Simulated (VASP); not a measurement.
Input of a VASP 6.6.1 run:

File INCAR:

```
PREC = Accurate
ENCUT = 600
EDIFF = 1E-6
ISMEAR = -1
SIGMA = 0.1
LREAL = False
LASPH = True
NELM = 120
ALGO = Normal
ISIF = 2
LWAVE = False
LCHARG = True
GGA = PS
LELF = True
LVHAR = True
NBANDS = 30
GGA_COMPAT = False
```

The input KPOINTS:

```
Automatic mesh
0
Gamma
  2 2 3
```

File POSCAR:

```
IrO2
1.0
    4.5051000000      0.0000000000      0.0000000000
    0.0000000000      4.5051000000      0.0000000000
    0.0000000000      0.0000000000      3.1586000000
Ir O
2 4
Direct
    0.0000000000      0.0000000000      0.0000000000
    0.5000000000      0.5000000000      0.5000000000
    0.3077000000      0.3077000000      0.0000000000
    0.1923000000      0.8077000000      0.5000000000
    0.6923000000      0.6923000000      0.0000000000
    0.8077000000      0.1923000000      0.5000000000
```

Potentials or basis: VASP PAW PBE potentials, release 64 (Ir, O).

Launch:

```sh
$ cat potpaw_PBE.64/Ir/POTCAR potpaw_PBE.64/O/POTCAR > POTCAR
$ mpirun -np 1 vasp_std > vasp.out
```

(1) What does it give for the largest force?

(2) Estimate the pressure.

## Answers

(1) 0.009 eV/Å.

(2) -1.6 GPa.

Caveat: the k points lie up to 0.70 Å⁻¹ apart; the PAW data sets were made with another functional, which shifts forces and pressure a little.
